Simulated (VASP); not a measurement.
# GdB (Fm-3m) in VASP: notebook, part 2 of 2

VASP 6.6.1.

## Step 3: Single point, PBE+U, collinear spin, ferromagnetic start (20.30 Å³/atom)

This run uses another cell than the first one, of 20.30 Å³/atom.

File INCAR:

```
PREC = Accurate
ENCUT = 520
EDIFF = 1E-6
ISMEAR = 0
SIGMA = 0.05
LREAL = F
LASPH = T
NELM = 150
ALGO = Normal
ISIF = 2
LWAVE = F
LCHARG = T
ISPIN = 2
MAGMOM = 7.86 0.42
LORBIT = 11
LMAXMIX = 6
LDAU = T
LDAUTYPE = 2
LDAUL = 3 -1
LDAUU = 6 0
LDAUJ = 0 0
LDAUPRINT = 1
GGA = PE
LELF = T
LVHAR = T
NBANDS = 22
```

File KPOINTS:

```
regular mesh
0
Gamma
  10 10 10
```

File POSCAR:

```
GdB
1.0
    0.0000000000      2.7279873406      2.7279873406
    2.7279873406      0.0000000000      2.7279873406
    2.7279873406      2.7279873406      0.0000000000
Gd B
1 1
Direct
    0.5000000000      0.5000000000      0.5000000000
    0.0000000000      0.0000000000      0.0000000000
```

Potentials or basis: VASP PAW PBE potentials, release 64 (Gd, B).

Launch:

```console
cat potpaw_PBE.64/Gd/POTCAR potpaw_PBE.64/B/POTCAR > POTCAR
mpirun -np 1 vasp_std > vasp.out
```

OUTCAR:

```text
PREC = Accurate
   ENCUT = 520
   EDIFF = 1E-6
   ISMEAR = 0
   LREAL = F
   LASPH = T
   NELM = 150
   ISIF = 2
   ISPIN = 2
   LORBIT = 11
   GGA = PE

 ion  position               nearest neighbor table
   1  0.500  0.500  0.500-   2 2.73   2 2.73   2 2.73   2 2.73   2 2.73   2 2.73
   2  0.000  0.000  0.000-   1 2.73   1 2.73   1 2.73   1 2.73   1 2.73   1 2.73

  LATTYP: Found a face centered cubic cell.
 ALAT       =     5.4559746812

  Lattice vectors:

 A1 = (   0.0000000000,   2.7279873406,   2.7279873406)
[... 1461 lines left out ...]

 VOLUME and BASIS-vectors are now :
 -----------------------------------------------------------------------------
  energy-cutoff  :      520.00
  volume of cell :       40.60
      direct lattice vectors                 reciprocal lattice vectors
     0.000000000  2.727987341  2.727987341    -0.183285308  0.183285308  0.183285308
     2.727987341  0.000000000  2.727987341     0.183285308 -0.183285308  0.183285308
     2.727987341  2.727987341  0.000000000     0.183285308  0.183285308 -0.183285308

 POSITION                                       TOTAL-FORCE (eV/Angst)
 -----------------------------------------------------------------------------------
      2.72799      2.72799      2.72799         0.000000      0.000000      0.000000
      0.00000      0.00000      0.00000        -0.000000     -0.000000     -0.000000
 -----------------------------------------------------------------------------------
    total drift:                                0.000000     -0.000000      0.000000

  FREE ENERGIE OF THE ION-ELECTRON SYSTEM (eV)
  ---------------------------------------------------
  free  energy   TOTEN  =       -17.3396676996 eV

  energy  without entropy=      -17.3363988887  energy(sigma->0) =      -17.33803329

 total charge

# of ion       s       p       d       f       tot
--------------------------------------------------
    1        2.043   5.625   0.564   6.935  15.166
    2        0.776   0.845   0.000   0.000   1.621
--------------------------------------------------
tot          2.819   6.471   0.564   6.935  16.787

 magnetization (x)

# of ion       s       p       d       f       tot
--------------------------------------------------
    1       -0.005  -0.066   0.202   6.914   7.044
    2       -0.002   0.221   0.000   0.000   0.219
--------------------------------------------------
tot         -0.007   0.155   0.202   6.914   7.263
```

OSZICAR:

```text
N       E                     dE             d eps       ncg     rms          rms(c)
DAV:   1     0.121200123337E+03    0.12120E+03   -0.75313E+03  5818   0.479E+03
[... 15 lines left out ...]
DAV:  17    -0.173398196249E+02    0.72632E-04   -0.35574E-05  7608   0.955E-02    0.838E+00
DAV:  18    -0.173397291248E+02    0.90500E-04   -0.29845E-04  6664   0.342E-01    0.455E+00
DAV:  19    -0.173396535400E+02    0.75585E-04   -0.33162E-04  7096   0.381E-01    0.214E+00
DAV:  20    -0.173396658033E+02   -0.12263E-04   -0.63670E-05  7708   0.689E-02    0.148E+00
DAV:  21    -0.173396660450E+02   -0.24171E-06   -0.36664E-05  7014   0.116E-01    0.280E-01
DAV:  22    -0.173396679814E+02   -0.19364E-05   -0.10119E-05  7420   0.326E-02    0.245E-02
DAV:  23    -0.173396676996E+02    0.28180E-06   -0.57489E-07  3436   0.126E-02
   1 F= -.17339668E+02 E0= -.17338033E+02  d E =-.326881E-02  mag=     8.0384
```

stdout:

```text
POSCAR found type information on POSCAR GdB
 POSCAR found :  2 types and       2 ions
 scaLAPACK will be used
 LDA part: xc-table for (Slater+PW92), standard interpolation
 POSCAR, INCAR and KPOINTS ok, starting setup
 FFT: planning ... GRIDC
 FFT: planning ... GRID_SOFT
 FFT: planning ... GRID
 WAVECAR not read
 entering main loop
```

Wall time 1.8 min (1 thread of AMD EPYC 9R45 (Zen 5), shared host); peak memory 0.21 GiB.

What came out:

```
Free energy                                           : -17.3397 eV
Pressure                                              : -1.1 GPa
Net moment                                            : 8.04 μB per cell
Site moments                                          : Gd +7.04; B +0.22 μB
Valence electrons inside the program's atomic spheres : Gd 15.17; B 1.62
```

Eigenvalues of the final occupation matrices:
```tsv
site	spin	trace	eigenvalues
site 1 f	1	6.93	0.99 0.99 0.99 0.99 0.99 0.99 0.99
site 1 f	2	0.01	0.00 0.00 0.00 0.00 0.00 0.00 0.00
```

Caveat: spin-orbit coupling is left out, which moves the levels of the heavy elements; a cell with one magnetic atom can't hold antiferromagnetic order, which such compounds often take. The state reached can hang on the start; a lower one may exist.
